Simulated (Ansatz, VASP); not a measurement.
As in VASP and in Ansatz

```
As
1.0
     2.95320    0.00000    0.00000
    -1.47660    2.55755    0.00000
     0.00000    0.00000    5.00589
As
2
Cartesian
  0.0000 1.7050 1.2515
  1.4766 0.8525 3.7544
```

Alike in both runs: functional r2SCAN; k mesh 6 × 6 × 4; occupations gaussian, width 0.1 eV; no spin polarisation.

Ansatz relaxed the structure, and its values are those at the end. VASP's run is a single point on that final structure, the one shown.

|  | VASP | Ansatz |
| --- | --- | --- |
| version | VASP 6.6.1 | Ansatz 0.2.0 |
| potentials or method | VASP PAW PBE potentials, release 64 (As), cutoff 520 eV | scalar-relativistic, plane waves, PAW |
| valence electrons in the cell | 10 | 30 |

```tsv
	VASP	Ansatz	Ansatz less VASP
gap on the k mesh at the Fermi level (eV)	none	none	-
pressure (GPa)	-0.1	0.0	+0.10
```

VASP's potentials were made for PBE, not for r2SCAN. A gap of «none» marks a metal or a gap that the smearing closes. VASP's potentials hold 10 valence electrons a cell and Ansatz's 30, so a difference there can come from the potentials and not from the codes.

The k mesh is coarse, so the values compare programs but aren't converged.
